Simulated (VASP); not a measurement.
# Rb2Sn (Fm-3m) in VASP: further runs, part 2 of 2

VASP 6.6.1. The steps go on from the part before.

## (3) Single point, PBE

This run uses another cell than the first one, of 60.24 Å³/atom, 1.010 times its volume.

The input, INCAR:

```
SYSTEM = Rb2Sn
  PREC = Accurate
  ENCUT = 520
  EDIFF = 1E-6
  ISMEAR = 0
  SIGMA = 0.1
  LREAL = .False.
  LASPH = .True.
  NELM = 100
  ALGO = Normal
  ISIF = 2
  LWAVE = .False.
  LCHARG = .False.
  GGA = PE
  NBANDS = 23
```

The input, KPOINTS:

```
regular mesh
0
Gamma
  9 9 9
  0 0 0
```

The input, POSCAR:

```
Rb2Sn
1.0
    0.0000000000      4.4873521306      4.4873521306
    4.4873521306      0.0000000000      4.4873521306
    4.4873521306      4.4873521306      0.0000000000
Sn Rb
1 2
Direct
    0.0000000000      0.0000000000      0.0000000000
    0.2500000000      0.2500000000      0.2500000000
    0.7500000000      0.7500000000      0.7500000000
```

Potentials or basis: VASP PAW PBE potentials, release 64 (Sn_d, Rb_sv).

On the command line:

```bash
$ cat potpaw_PBE.64/Sn_d/POTCAR potpaw_PBE.64/Rb_sv/POTCAR > POTCAR
$ mpirun -np 1 vasp_std > vasp.out
```

OUTCAR:

```text
SYSTEM = Rb2Sn
   PREC = Accurate
   ENCUT = 520
   EDIFF = 1E-6
   ISMEAR = 0
   LREAL = .False.
   LASPH = .True.
   NELM = 100
   ISIF = 2
   GGA = PE

 ion  position               nearest neighbor table
   1  0.000  0.000  0.000-   3 3.89   3 3.89   3 3.89   2 3.89   3 3.89   2 3.89   2 3.89   2 3.89

   2  0.250  0.250  0.250-   1 3.89   1 3.89   1 3.89   1 3.89   3 4.49   3 4.49   3 4.49   3 4.49
                             3 4.49   3 4.49
   3  0.750  0.750  0.750-   1 3.89   1 3.89   1 3.89   1 3.89   2 4.49   2 4.49   2 4.49   2 4.49
                             2 4.49   2 4.49

  LATTYP: Found a face centered cubic cell.
 ALAT       =     8.9747042612

  Lattice vectors:

 A1 = (   0.0000000000,   4.4873521306,   4.4873521306)
 A2 = (   4.4873521306,   0.0000000000,   4.4873521306)
 A3 = (   4.4873521306,   4.4873521306,   0.0000000000)

Analysis of symmetry for initial positions (statically):
=====================================================================
 Subroutine PRICEL returns:
 Original cell was already a primitive cell.

 Routine SETGRP: Setting up the symmetry group for a
 face centered cubic supercell.

 Subroutine GETGRP returns: Found 48 space group operations
 (whereof 48 operations were pure point group operations)
 out of a pool of 48 trial point group operations.

The static configuration has the point symmetry O_h .

Analysis of symmetry for dynamics (positions and initial velocities):
=====================================================================
 Subroutine PRICEL returns:
 Original cell was already a primitive cell.

 Routine SETGRP: Setting up the symmetry group for a
 face centered cubic supercell.

 Subroutine GETGRP returns: Found 48 space group operations
 (whereof 48 operations were pure point group operations)
 out of a pool of 48 trial point group operations.

The dynamic configuration has the point symmetry O_h .

 Subroutine INISYM returns: Found 48 space group operations
 (whereof 48 operations are pure point group operations),
 and found     1 'primitive' translations

----------------------------------------------------------------------------------------

                                     Primitive cell

  volume of cell :     180.7176

  direct lattice vectors                    reciprocal lattice vectors
     0.000000000  4.487352131  4.487352131    -0.111424284  0.111424284  0.111424284
     4.487352131  0.000000000  4.487352131     0.111424284 -0.111424284  0.111424284
     4.487352131  4.487352131  0.000000000     0.111424284  0.111424284 -0.111424284

  length of vectors
     6.346074242  6.346074242  6.346074242     0.192992522  0.192992522  0.192992522

  position of ions in fractional coordinates (direct lattice)
     0.000000000  0.000000000  0.000000000
     0.250000000  0.250000000  0.250000000
     0.750000000  0.750000000  0.750000000

  ion indices of the primitive-cell ions
   primitive index   ion index
                 1           1
                 2           2
                 3           3

----------------------------------------------------------------------------------------

 KPOINTS: regular mesh

Automatic generation of k-mesh.
 Grid dimensions read from file:
 generate k-points for:    9    9    9

 Generating k-lattice:

  Cartesian coordinates                     Fractional coordinates (reciprocal lattice)
    -0.012380476  0.012380476  0.012380476     0.111111111  0.000000000  0.000000000
     0.012380476 -0.012380476  0.012380476     0.000000000  0.111111111  0.000000000
     0.012380476  0.012380476 -0.012380476     0.000000000  0.000000000  0.111111111

  Length of vectors
     0.021443614  0.021443614  0.021443614

  Shift w.r.t. Gamma in fractional coordinates (k-lattice)
     0.000000000  0.000000000  0.000000000

 Subroutine IBZKPT returns following result:
 ===========================================

 Found     35 irreducible k-points:

 Following reciprocal coordinates:
            Coordinates               Weight
  0.000000  0.000000  0.000000      1.000000
  0.111111  0.000000  0.000000      8.000000
  0.222222  0.000000  0.000000      8.000000
  0.333333  0.000000  0.000000      8.000000
  0.444444  0.000000  0.000000      8.000000
  0.111111  0.111111  0.000000      6.000000
[... 16 lines left out ...]
 -0.333333  0.333333  0.000000     12.000000
  0.444444  0.444444  0.000000      6.000000
 [... further k-points ...]
   k-points           NKPTS =     35   k-points in BZ     NKDIM =     35   number of bands    NBANDS=     23
   number of dos      NEDOS =    301   number of ions     NIONS =      3
   total plane-waves  NPLWV = 110592
   dimension x,y,z NGX =    48 NGY =   48 NGZ =   48
   dimension x,y,z NGXF=    96 NGYF=   96 NGZF=   96
   ions per type =               1   2
   NGX,Y,Z   is equivalent  to a cutoff of  12.57, 12.57, 12.57 a.u.
   NGXF,Y,Z  is equivalent  to a cutoff of  25.15, 25.15, 25.15 a.u.
 SYSTEM =  Rb2Sn
   PREC   = accura    normal or accurate (medium, high low for compatibility)
   ISTART =      0    job   : 0-new  1-cont  2-samecut
   ICHARG =      2    charge: 1-file 2-atom 10-const
   ISPIN  =      1    spin polarized calculation?
   LNONCOLLINEAR =      F non collinear calculations
   LSORBIT =      F    spin-orbit coupling
   LASPH  =      T    aspherical Exc in radial PAW
   ENCUT  =  520.0 eV  38.22 Ry    6.18 a.u.  11.80 11.80 11.80*2*pi/ulx,y,z
   NELM   =    100;   NELMIN=  2; NELMDL= -5     # of ELM steps
   EDIFF  = 0.1E-05   stopping-criterion for ELM
   LREAL  =      F    real-space projection
   EDIFFG = 0.1E-04   stopping-criterion for IOM
   NSW    =      0    number of steps for IOM
   IBRION =     -1    ionic relax: 0-MD 1-quasi-New 2-CG
   NFREE  =      0    steps in history (QN), initial steepest desc. (CG)
   ISIF   =      2    stress and relaxation
   ISYM   =      2    0-nonsym 1-usesym 2-fastsym
   POTIM  = 0.5000    time-step for ionic-motion
   TEBEG  =    0.0;   TEEND  =   0.0 temperature during run
   PSTRESS=    0.0 pullay stress
   NELECT =      32.0000    total number of electrons
   NUPDOWN=      -1.0000    fix difference up-down
   EMIN   =  10.00;   EMAX   =-10.00  energy-range for DOS
   EFERMI =   0.00;   METHOD = LEGACY
   ISMEAR =     0;   SIGMA  =   0.10  broadening in eV -4-tet -1-fermi 0-gaus
   EFERMI_NEDOS =   21; number of points for ismear=-14 and -15
   IALGO  =     38    algorithm
   IMIX   =      4    mixing-type and parameters
     AMIX     =   0.40;   BMIX     =  1.00
     AMIX_MAG =   1.60;   BMIX_MAG =  1.00
  volume/ion in A,a.u.               =      60.24       406.51
  Fermi-wavevector in a.u.,A,eV,Ry     =   0.919302  1.737228 11.498493  0.845115
  Thomas-Fermi vector in A             =   2.044480
   LORBIT       =      0    0 simple, 1 ext, 2 COOP (PROOUT), +10 PAW based schemes
   GGA     = PE    functional components
   LHFCALC =     F    Hartree Fock is set to
   AEXX    =    0.0000 exact exchange contribution
   IVDW    =     0    specifies the selected vdW correction
   LEPSILON=     F    determine dielectric tensor
   LRPA    =     F    only Hartree local field effects (RPA)
 non-spin polarized calculation
 Gauss-broadening in eV      SIGMA  =   0.10
  energy-cutoff  :      520.00
  volume of cell :      180.72
 maximum number of plane-waves:      4909
   NGX = 23   NGY = 23   NGZ = 23

 number of electron      32.0000009 magnetization

 Free energy of the ion-electron system (eV)
  ---------------------------------------------------
  ext. energy  EPLUGINS =         0.00000000
  ---------------------------------------------------
  free energy    TOTEN  =        -5.26875727 eV

  energy without entropy =       -5.20733498  energy(sigma->0) =       -5.23804612

 E-fermi :   0.5752     XC(G=0):  -6.4834

 val. band max:        0.5740767964   @ k =   0.2222   0.1111   0.0000
 cond. band min:       0.5759867880   @ k =  -0.4444   0.4444   0.0000
 fundamental gap:      0.0019099916
 Fermi energy:         0.5751526742

 k-point     1 :       0.0000    0.0000    0.0000
  band No.  band energies     occupation
      1     -27.1388      2.00000
      2     -27.1189      2.00000
      3     -20.2649      2.00000
      4     -20.2649      2.00000
      5     -20.2649      2.00000
      6     -20.2587      2.00000
[... 613 lines left out ...]
     22       5.2657      0.00000
     23       5.2657      0.00000

 [... further k-points ...]

------------------------ aborting loop because EDIFF is reached ----------------------------------------

  FORCE on cell =-STRESS in cart. coord.  units (eV):
  Direction    XX          YY          ZZ          XY          YZ          ZX
  --------------------------------------------------------------------------------------
  -------------------------------------------------------------------------------------
  Total        0.0072912      0.0072912      0.0072912      0.0000000     -0.0000000      0.0000000
  in kB        0.0646414      0.0646414      0.0646414      0.0000000     -0.0000000      0.0000000
  external PRESSURE =       0.0646414 kB  Pullay stress =       0.0000000 kB

 VOLUME and BASIS-vectors are now :
 -----------------------------------------------------------------------------
  energy-cutoff  :      520.00
  volume of cell :      180.72
      direct lattice vectors                 reciprocal lattice vectors
     0.000000000  4.487352131  4.487352131    -0.111424284  0.111424284  0.111424284
     4.487352131  0.000000000  4.487352131     0.111424284 -0.111424284  0.111424284
     4.487352131  4.487352131  0.000000000     0.111424284  0.111424284 -0.111424284

 POSITION                                       TOTAL-FORCE (eV/Angst)
 -----------------------------------------------------------------------------------
      0.00000      0.00000      0.00000        -0.000000      0.000000     -0.000000
      2.24368      2.24368      2.24368         0.000000      0.000000      0.000000
      6.73103      6.73103      6.73103        -0.000000     -0.000000     -0.000000
 -----------------------------------------------------------------------------------
    total drift:                               -0.000000     -0.000000      0.000000

  FREE ENERGIE OF THE ION-ELECTRON SYSTEM (eV)
  ---------------------------------------------------
  free  energy   TOTEN  =        -5.2687572687 eV

  energy  without entropy=       -5.2073349775  energy(sigma->0) =       -5.23804612
```

OSZICAR:

```text
N       E                     dE             d eps       ncg     rms          rms(c)
DAV:   1     0.261015970984E+03    0.26102E+03   -0.13814E+04  1610   0.127E+03
DAV:   2     0.227674681622E+02   -0.23825E+03   -0.22799E+03  1801   0.324E+02
DAV:   3    -0.358323842635E+01   -0.26351E+02   -0.26065E+02  2246   0.109E+02
DAV:   4    -0.543637653235E+01   -0.18531E+01   -0.18439E+01  2679   0.252E+01
DAV:   5    -0.548192623091E+01   -0.45550E-01   -0.45545E-01  2269   0.325E+00    0.284E+00
DAV:   6    -0.530329774158E+01    0.17863E+00   -0.19967E-01  2191   0.173E+00    0.180E+00
DAV:   7    -0.526032694592E+01    0.42971E-01   -0.19680E-01  1873   0.168E+00    0.632E-01
DAV:   8    -0.526798981229E+01   -0.76629E-02   -0.38974E-02  2164   0.116E+00    0.140E-01
DAV:   9    -0.526818686633E+01   -0.19705E-03   -0.20674E-03  2116   0.328E-01    0.792E-02
DAV:  10    -0.526863149720E+01   -0.44463E-03   -0.50843E-04  1842   0.155E-01    0.264E-02
DAV:  11    -0.526874965514E+01   -0.11816E-03   -0.21191E-04  1813   0.632E-02    0.167E-02
DAV:  12    -0.526875628106E+01   -0.66259E-05   -0.20114E-05  2167   0.304E-02    0.626E-03
DAV:  13    -0.526875726867E+01   -0.98761E-06   -0.37439E-06  1597   0.122E-02
   1 F= -.52687573E+01 E0= -.52380461E+01  d E =-.614223E-01
```

Run time: 69 s. Hardware: 1 thread of Intel Xeon 6975P-C (Granite Rapids), shared host; peak memory 0.39 GiB.

What came out:

| Quantity | Value |
| --- | --- |
| Free energy | -5.2688 eV |
| Pressure | 0.0 GPa |
| Band gap on the k mesh | zero (band 16 reaches 0.67 eV, above the bottom of band 17 at 0.53 eV) |

Levels at points of the mesh, in eV from the Fermi level:
```tsv
k point	band 14	band 15	band 16	band 17	band 18	band 19
(0.00, 0.00, 0.00)	-6.34	-0.05	-0.05	-0.05	0.92	3.13
```

Caveat: spin-orbit coupling is left out, which moves the levels of the heavy elements.

## (4) Single point, PBE

This run uses another cell than the first one, of 60.84 Å³/atom, 1.020 times its volume.

The input, INCAR:

```
SYSTEM = Rb2Sn
PREC = Accurate ; ENCUT = 520
EDIFF = 1E-6 ; ISMEAR = 0
SIGMA = 0.1 ; LREAL = .FALSE.
LASPH = .TRUE. ; NELM = 80
ALGO = Normal ; ISIF = 2
LWAVE = .FALSE. ; LCHARG = .TRUE.
GGA = PE ; LELF = .TRUE.
LVHAR = .TRUE. ; NBANDS = 23
```

The input, KPOINTS:

```
Automatic mesh
0
G
  9 9 9
  0 0 0
```

The input, POSCAR:

```
Rb2Sn
1.0
    0.0000000000      4.5022603867      4.5022603867
    4.5022603867      0.0000000000      4.5022603867
    4.5022603867      4.5022603867      0.0000000000
Sn Rb
1 2
Direct
    0.0000000000      0.0000000000      0.0000000000
    0.2500000000      0.2500000000      0.2500000000
    0.7500000000      0.7500000000      0.7500000000
```

On the command line:

```bash
$ cat potpaw_PBE.64/Sn_d/POTCAR potpaw_PBE.64/Rb_sv/POTCAR > POTCAR
$ mpirun -np 1 vasp_std > vasp.out
```

It took 72 s on 1 thread of Intel Xeon 6975P-C (Granite Rapids), shared host; peak memory 0.38 GiB.

The run converged. Its results:

| Property | Result |
| --- | --- |
| Free energy | -5.2686 eV |
| Pressure | -0.1 GPa |
| Band gap on the k mesh | zero (band 16 reaches 0.64 eV, above the bottom of band 17 at 0.50 eV) |

Levels at points of the mesh, in eV from the Fermi level:
| k point | band 13 | band 14 | band 15 | band 16 | band 17 | band 18 | band 19 | band 20 |
| --- | --- | --- | --- | --- | --- | --- | --- | --- |
| (0.00, 0.00, 0.00) | -11.77 | -6.33 | -0.04 | -0.04 | -0.04 | 0.90 | 3.13 | 3.13 |

Caveat: spin-orbit coupling is left out, which moves the levels of the heavy elements.

## (5) The runs side by side

| cell | gap on the mesh (eV) | pressure (GPa) |
| --- | --- | --- |
| a = 6.325 Å, angles 60.0°, 3 atoms | none | 0.1 |
| a = 6.346 Å, angles 60.0°, 3 atoms | none | 0.0 |
| a = 6.367 Å, angles 60.0°, 3 atoms | none | -0.1 |

Alike in all rows: task single point; level PBE; potentials or basis VASP PAW PBE potentials, release 64 (Sn_d, Rb_sv); no spin polarisation; k mesh 9 × 9 × 9; cutoff (eV) 520; smearing gaussian 0.1 eV.

Caveats: spin-orbit coupling is left out, which moves the levels of the heavy elements.

Absolute energies hang on the potentials; compare differences alone.
